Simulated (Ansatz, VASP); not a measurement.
BaC2: VASP beside Ansatz

```xyz
3
Lattice="2.4644 1.4228 2.8072 -2.4644 1.4228 2.8072 0.0000 -2.8456 2.8072" Properties=species:S:1:pos:R:3 pbc="T T T"
Ba    0.0000    0.0000    0.0000
C     0.0000    0.0000    4.9262
C     0.0000    0.0000    3.4956
```

Alike in both runs: task single point; functional LDA; k mesh 9 × 9 × 9; occupations gaussian, width 0.05 eV; no spin polarisation.

|  | VASP | Ansatz |
| --- | --- | --- |
| version | VASP 6.6.1 | Ansatz 0.2.0 |
| potentials or method | VASP PAW LDA potentials, release 64 (Ba_sv, C), cutoff 520 eV | scalar-relativistic, plane waves, PAW |
| valence electrons in the cell | 18 | 18 |

```tsv
	VASP	Ansatz	Ansatz less VASP
gap on the k mesh at the Fermi level (eV)	1.13	1.23	+0.093
least direct gap on the mesh (eV)	1.48	1.55	+0.072
pressure (GPa)	-11.5	-12.6	-1.12
traceless stress, the component that is largest in VASP (GPa)	-22.15	-21.78	+0.370
rms of the force components (eV/Å)	3.531	3.549	+0.0181
```

LDA's correlation is that of Perdew and Zunger in VASP and of Perdew and Wang (1992) in Ansatz. Atom by atom the forces differ by 0.018 eV/Å (rms over components).

Neither program's run includes spin-orbit coupling.
